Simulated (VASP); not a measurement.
# TiSi2 in VASP: notebook

The runs below take TiSi2 through single point, with PBE.

Program: VASP 6.6.1. These are calculated values, not measurements. Logs are shortened: lines on timing, memory, paths and dates and some standing lists are left out, and cuts for length are marked.

**1. The cell of the first run**

The typed cell holds 6 atoms: a = 6.016 Å, b = 4.948 Å, c = 4.823 Å, α = 73.36°, β = 51.40°, γ = 49.57°.

**2. Single point, PBE (equal xy, yz and zx shear strains of +3 %)**

The input, INCAR:

```
  PREC = Accurate
  ENCUT = 520
  EDIFF = 1E-6
  ISMEAR = -1
  SIGMA = 0.08
  LREAL = F
  LASPH = T
  NELM = 100
  ALGO = Normal
  ISIF = 2
  LWAVE = F
  LCHARG = F
  GGA = PE
  NBANDS = 29
```

The input, KPOINTS:

```
regular mesh
0
Gamma
  8 8 8
```

The input, POSCAR:

```
TiSi2
1.0
    0.1256925000      4.1819225000      4.3232700000
    2.4504225000      0.0997200000      4.2972975000
    2.4482700000      4.1537975000      0.0975675000
Ti Si
2 4
Direct
    0.7500000000      0.7500000000      0.7500000000
    0.5000000000      0.5000000000      0.5000000000
    0.0830000000      0.4170000000      0.0830000000
    0.4170000000      0.0830000000      0.4170000000
    0.1670000000      0.8330000000      0.1670000000
    0.8330000000      0.1670000000      0.8330000000
```

Potentials or basis: VASP PAW PBE potentials, release 64 (Ti_sv, Si).

The run is started by

```
> cat potpaw_PBE.64/Ti_sv/POTCAR potpaw_PBE.64/Si/POTCAR > POTCAR
> mpirun -np 1 vasp_std > vasp.out
```

OUTCAR:

```text
PREC = Accurate
   ENCUT = 520
   EDIFF = 1E-6
   ISMEAR = -1
   LREAL = F
   LASPH = T
   NELM = 100
   ISIF = 2
   GGA = PE

 ion  position               nearest neighbor table
   1  0.750  0.750  0.750-   5 2.50   5 2.51   6 2.54   6 2.59   3 2.72   4 2.72   4 2.74   3 2.74
                             4 2.79   3 2.79
   2  0.500  0.500  0.500-   3 2.50   3 2.51   4 2.54   4 2.59   5 2.72   6 2.72   6 2.74   5 2.74
                             6 2.79   5 2.79
   3  0.083  0.417  0.083-   2 2.50   2 2.51   5 2.54   5 2.60   4 2.71   1 2.72   1 2.74   4 2.75
                             4 2.79   1 2.79
   4  0.417  0.083  0.417-   6 2.50   6 2.52   2 2.54   2 2.59   3 2.71   1 2.72   1 2.74   3 2.75
                             3 2.79   1 2.79
   5  0.167  0.833  0.167-   1 2.50   1 2.51   3 2.54   3 2.60   6 2.71   2 2.72   2 2.74   6 2.75
                             6 2.79   2 2.79
   6  0.833  0.167  0.833-   4 2.50   4 2.52   1 2.54   1 2.59   5 2.71   2 2.72   2 2.74   5 2.75
                             5 2.79   2 2.79

  Warning from LATTYP: Got some problem with cell dimensions!
  Tried to take original basis but could not verify dimensions!
  LATTYP: Found a triclinic cell.
 ALAT       =     4.6978102766
 B/A-ratio  =     1.7535516350
 C/A-ratio  =     1.0264364316
 COS(alpha) =     0.0117501215
 COS(beta)  =     0.2482657844
 COS(gamma) =     0.8614248914

  Lattice vectors:

 A1 = (   2.3247300000,  -4.0822025000,  -0.0259725000)
 A2 = (  -0.1235400000,  -8.2360000000,  -0.1235400000)
 A3 = (   2.3225775000,  -0.0281250000,  -4.2257025000)

Analysis of symmetry for initial positions (statically):
=====================================================================
 Subroutine PRICEL returns:
 Original cell was already a primitive cell.

 Routine SETGRP: Setting up the symmetry group for a
 triclinic supercell.

 Subroutine GETGRP returns: Found  2 space group operations
 (whereof  1 operations were pure point group operations)
 out of a pool of  2 trial point group operations.

The static configuration has the point symmetry C_1 .
 The point group associated with its full space group is S_2 .

Analysis of symmetry for dynamics (positions and initial velocities):
=====================================================================
 Subroutine PRICEL returns:
 Original cell was already a primitive cell.

 Routine SETGRP: Setting up the symmetry group for a
 triclinic supercell.

[... 113 lines left out ...]
   EDIFF  = 0.1E-05   stopping-criterion for ELM
   LREAL  =      F    real-space projection
   EDIFFG = 0.1E-04   stopping-criterion for IOM
   NSW    =      0    number of steps for IOM
   IBRION =     -1    ionic relax: 0-MD 1-quasi-New 2-CG
   NFREE  =      0    steps in history (QN), initial steepest desc. (CG)
   ISIF   =      2    stress and relaxation
   ISYM   =      2    0-nonsym 1-usesym 2-fastsym
   POTIM  = 0.5000    time-step for ionic-motion
   TEBEG  =    0.0;   TEEND  =   0.0 temperature during run
   PSTRESS=    0.0 pullay stress
   NELECT =      40.0000    total number of electrons
   NUPDOWN=      -1.0000    fix difference up-down
   EMIN   =  10.00;   EMAX   =-10.00  energy-range for DOS
   EFERMI =   0.00;   METHOD = LEGACY
   ISMEAR =    -1;   SIGMA  =   0.08  broadening in eV -4-tet -1-fermi 0-gaus
   EFERMI_NEDOS =   21; number of points for ismear=-14 and -15
   IALGO  =     38    algorithm
   IMIX   =      4    mixing-type and parameters
     AMIX     =   0.40;   BMIX     =  1.00
     AMIX_MAG =   1.60;   BMIX_MAG =  1.00
  volume/ion in A,a.u.               =      13.95        94.14
  Fermi-wavevector in a.u.,A,eV,Ry     =   1.279906  2.418672 22.288522  1.638160
  Thomas-Fermi vector in A             =   2.412365
   LORBIT       =      0    0 simple, 1 ext, 2 COOP (PROOUT), +10 PAW based schemes
   GGA     = PE    functional components
   LHFCALC =     F    Hartree Fock is set to
   AEXX    =    0.0000 exact exchange contribution
   IVDW    =     0    specifies the selected vdW correction
   LEPSILON=     F    determine dielectric tensor
   LRPA    =     F    only Hartree local field effects (RPA)
 non-spin polarized calculation
  energy-cutoff  :      520.00
  volume of cell :       83.70
 maximum number of plane-waves:      2273
 NGX is ok and might be reduce to    48
   NGX = 23   NGY = 19   NGZ = 17

 number of electron      40.0000004 magnetization

 Free energy of the ion-electron system (eV)
  ---------------------------------------------------
  ext. energy  EPLUGINS =         0.00000000
  ---------------------------------------------------
  free energy    TOTEN  =       -40.61800918 eV

  energy without entropy =      -40.57366934  energy(sigma->0) =      -40.59583926

 E-fermi :  10.2365     XC(G=0): -11.7456

 val. band max:       10.2358638102   @ k =   0.5000   0.0000  -0.0000
 cond. band min:      10.2365065000   @ k =  -0.1250   0.3750   0.2500
 fundamental gap:      0.0006426897
 Fermi energy:        10.2364856246

 k-point     1 :       0.0000    0.0000    0.0000
  band No.  band energies     occupation
      1     -46.0254      2.00000
      2     -45.9961      2.00000
      3     -22.4158      2.00000
      4     -22.3983      2.00000
      5     -22.3220      2.00000
      6     -22.3182      2.00000
[... 757 lines left out ...]
     28      14.3751      0.00000
     29      14.4169      0.00000

 [... further k-points ...]

------------------------ aborting loop because EDIFF is reached ----------------------------------------

  FORCE on cell =-STRESS in cart. coord.  units (eV):
  Direction    XX          YY          ZZ          XY          YZ          ZX
  --------------------------------------------------------------------------------------
  -------------------------------------------------------------------------------------
  Total        1.7896860      1.0696075      1.3901797     -2.0278778     -1.4631129     -2.4301204
  in kB       34.2560636     20.4731685     26.6091846    -38.8152516    -28.0051871    -46.5145060
  external PRESSURE =      27.1128056 kB  Pullay stress =       0.0000000 kB

 VOLUME and BASIS-vectors are now :
 -----------------------------------------------------------------------------
  energy-cutoff  :      520.00
  volume of cell :       83.70
      direct lattice vectors                 reciprocal lattice vectors
     0.125692500  4.181922500  4.323270000    -0.213134622  0.122834922  0.118684074
     2.450422500  0.099720000  4.297297500     0.209665215 -0.126304330  0.116079166
     2.448270000  4.153797500  0.097567500     0.209544316  0.120109115 -0.122274380

 POSITION                                       TOTAL-FORCE (eV/Angst)
 -----------------------------------------------------------------------------------
      3.76829      6.32658      6.53860         0.186338      0.190243      0.141627
      2.51219      4.21772      4.35907        -0.186338     -0.190243     -0.141627
      1.23547      0.73345      2.15890         0.072197      0.294724     -0.041276
      1.27673      3.48427      2.20016         0.094904     -0.108041      0.108037
      2.47105      1.47513      4.31793        -0.072197     -0.294724      0.041276
      2.55333      6.96031      4.40021        -0.094904      0.108041     -0.108037
 -----------------------------------------------------------------------------------
    total drift:                               -0.000000     -0.000000     -0.000000

  FREE ENERGIE OF THE ION-ELECTRON SYSTEM (eV)
  ---------------------------------------------------
  free  energy   TOTEN  =       -40.6180091763 eV

  energy  without entropy=      -40.5736693382  energy(sigma->0) =      -40.59583926
```

OSZICAR:

```text
N       E                     dE             d eps       ncg     rms          rms(c)
DAV:   1     0.389408022158E+03    0.38941E+03   -0.18818E+04 15080   0.147E+03
DAV:   2     0.209980974926E+01   -0.38731E+03   -0.37673E+03 15160   0.430E+02
DAV:   3    -0.406211081957E+02   -0.42721E+02   -0.41857E+02 25262   0.119E+02
DAV:   4    -0.439517366927E+02   -0.33306E+01   -0.33118E+01 21371   0.299E+01
DAV:   5    -0.441515372950E+02   -0.19980E+00   -0.19974E+00 23006   0.626E+00    0.188E+01
DAV:   6    -0.412530305789E+02    0.28985E+01   -0.31580E+01 21318   0.400E+01    0.695E+00
DAV:   7    -0.406965391091E+02    0.55649E+00   -0.61503E+00 20505   0.185E+01    0.525E+00
DAV:   8    -0.406319243009E+02    0.64615E-01   -0.76070E-01 20575   0.687E+00    0.128E+00
DAV:   9    -0.406171738654E+02    0.14750E-01   -0.14138E-01 20739   0.313E+00    0.517E-01
DAV:  10    -0.406182256834E+02   -0.10518E-02   -0.60167E-03 19907   0.571E-01    0.230E-01
DAV:  11    -0.406181490415E+02    0.76642E-04   -0.49993E-03 23636   0.526E-01    0.156E-01
DAV:  12    -0.406180105338E+02    0.13851E-03   -0.10899E-03 20896   0.260E-01    0.147E-02
DAV:  13    -0.406180093358E+02    0.11980E-05   -0.26628E-05 19167   0.448E-02    0.139E-02
DAV:  14    -0.406180091763E+02    0.15956E-06   -0.21749E-06 18257   0.127E-02
   1 F= -.40618009E+02 E0= -.40595839E+02  d E =-.443398E-01
```

stdout:

```text
POSCAR found type information on POSCAR TiSi
 POSCAR found :  2 types and       6 ions
 scaLAPACK will be used
 LDA part: xc-table for (Slater+PW92), standard interpolation
 POSCAR, INCAR and KPOINTS ok, starting setup
 FFT: planning ... GRIDC
 FFT: planning ... GRID_SOFT
 FFT: planning ... GRID
 WAVECAR not read
 entering main loop
```

It took 5.5 min on 1 thread of Intel Xeon 6975P-C (Granite Rapids), shared host; peak memory 0.61 GiB.

What came out:

| Property | Result |
| --- | --- |
| Free energy | -40.6180 eV |
| Pressure | 2.7 GPa |
| Largest force | 0.306 eV/Å |
| Band gap on the k mesh | zero (bands 20 and 21 overlap by 1.83 eV) |

Forces on the atoms (eV/Å):
```
Ti   0.186  0.190  0.142
Ti  -0.186 -0.190 -0.142
Si   0.072  0.295 -0.041
Si   0.095 -0.108  0.108
Si  -0.072 -0.295  0.041
Si  -0.095  0.108 -0.108
```

Caveat: the cell differs from its parent crystal (equal xy, yz and zx shear strains of +3 %).

**3. Single point, PBE (equal xx and yy strain of -1 %)**

The input, INCAR:

```
ALGO = Normal ; EDIFF = 1E-7
ENCUT = 520 ; GGA = PE
ISIF = 2 ; ISMEAR = -1
LASPH = True ; LCHARG = True
LELF = True ; LREAL = False
LVHAR = True ; LWAVE = False
NBANDS = 29 ; NELM = 60
PREC = Accurate ; SIGMA = 0.08
```

The input, KPOINTS:

```
k-points
0
Gamma
  8 8 8
```

POSCAR: that of step 2 with these lines changed.

```diff
@@ -2,5 +2,5 @@
 1.0
-    0.1256925000      4.1819225000      4.3232700000
-    2.4504225000      0.0997200000      4.2972975000
-    2.4482700000      4.1537975000      0.0975675000
+    0.0000000000      4.0768200000      4.2615000000
+    2.3626350000      0.0000000000      4.2615000000
+    2.3626350000      4.0768200000      0.0000000000
 Ti Si
```

Potentials or basis: VASP PAW PBE potentials, release 64 (Ti_sv, Si).

The run is started by

```
> cat potpaw_PBE.64/Ti_sv/POTCAR potpaw_PBE.64/Si/POTCAR > POTCAR
> mpirun -np 1 vasp_std > vasp.out
```

It took 7.4 min on 1 thread of AMD EPYC 7R43 (Zen 3), shared host; peak memory 0.31 GiB.

The run converged. Its results:

```yaml
Free_energy: -40.6625 eV
Pressure: 5.2 GPa
Largest_force: 0.224 eV/Å
Band_gap_on_the_k_mesh: zero (bands 20 and 21 overlap by 1.88 eV)
```

Forces on the atoms (eV/Å):
```
Ti   0.000  0.000  0.000
Ti   0.000  0.000  0.000
Si   0.000  0.224  0.000
Si   0.000 -0.224  0.000
Si   0.000 -0.224  0.000
Si   0.000  0.224  0.000
```

Stress tensor (GPa, compression positive):
```
6.76 0.00 0.00
0.00 5.77 0.00
0.00 0.00 3.09
```

Levels at points of the mesh, in eV from the Fermi level:
```
           k point  band 16  band 17  band 18  band 19  band 20  band 21  band 22  band 23  band 24  band 25
(0.00, 0.00, 0.00)    -2.74    -2.33    -1.91    -1.69    -1.49    -0.96     2.04     3.32     3.38     3.40
(0.50, 0.00, 0.00)    -2.54    -2.05    -1.09    -0.07     0.16     1.07     1.36     1.78     2.31     2.74
(0.50, 0.50, 0.00)    -3.08    -1.59    -1.59    -1.06    -1.06     0.72     0.72     3.31     3.31     3.50
(0.50, 0.00, 0.50)    -2.50    -2.47    -2.47    -0.85    -0.85     1.29     1.29     3.35     3.35     3.47
(0.00, 0.50, 0.50)    -1.30    -1.30    -1.30    -0.65    -0.65     0.88     0.88     2.33     2.33     3.17
```

Caveat: the cell differs from its parent crystal (equal xx and yy strain of -1 %); the cell stands under pressure.
